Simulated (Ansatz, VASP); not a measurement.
## Two plane-wave programs on AgCl

Contents of INCAR:

```
PREC = Accurate ; ENCUT = 520
EDIFF = 1E-6 ; ISMEAR = -1
SIGMA = 0.02 ; LREAL = False
LASPH = True ; NELM = 60
ALGO = Normal ; ISIF = 2
LWAVE = False ; LCHARG = False
GGA = PE ; NBANDS = 16
```

KPOINTS

```
regular mesh
0
Gamma
  8 8 8
```

The input POSCAR:

```
AgCl
1.0
    0.0000000000      2.9932461729      3.0162941685
    2.9932461729      0.0000000000      3.0162941685
    2.9932461729      2.9932461729      0.0000000000
Ag Cl
1 1
Direct
    0.0000000000      0.0000000000      0.0000000000
    0.2500000000      0.2500000000      0.2500000000
```

Input for Ansatz:

```yaml
crystal:
  lattice:
    - [0.0, 2.9932461729, 3.0162941685]
    - [2.9932461729, 0.0, 3.0162941685]
    - [2.9932461729, 2.9932461729, 0.0]
  atoms:
    - { symbol: Ag, position: [0.0, 0.0, 0.0] }
    - { symbol: Cl, position: [0.25, 0.25, 0.25] }
kpoints:
  mp_grid: { grid: [8, 8, 8] }
  band_path:
    path:
      - [0.0, 0.0, 0.0]
      - [-0.5, -0.5, 0.0]
      - [-0.375, -0.375, 0.25]
      - [-0.375, 0.0, 0.375]
      - [0.0, 0.0, 0.5]
      - [-0.5, -0.25, 0.25]
    npoints: 1
hamiltonian:
  xc: pbe
scf:
  occupations: { method: fermi_dirac, width: 0.02 }
  n_extra_bands: 4
output:
  forces: true
  stress: true
  eigenvalues: true
```

Change from the starting cell: uniaxial_z strain +0.8%.

Alike in both runs: task single point; functional PBE; k mesh 8 × 8 × 8; occupations fermi-dirac, width 0.02 eV; no spin polarisation.

|  | VASP | Ansatz |
| --- | --- | --- |
| version | VASP 6.6.1 | Ansatz 0.2.0 |
| potentials or method | VASP PAW PBE potentials, release 64 (Ag, Cl) | plane waves, PAW |
| plane-wave cutoff (eV) | 520 | 420 |
| valence electrons in the cell | 18 | 26 |

|  | VASP | Ansatz | Ansatz less VASP |
| --- | --- | --- | --- |
| gap on the k mesh at the Fermi level (eV) | 1.26 | 1.26 | +0.001 |
| pressure (GPa) | 0.8 | 0.9 | +0.10 |

VASP's potentials hold 18 valence electrons a cell and Ansatz's 26, so a difference there can come from the potentials and not from the codes.
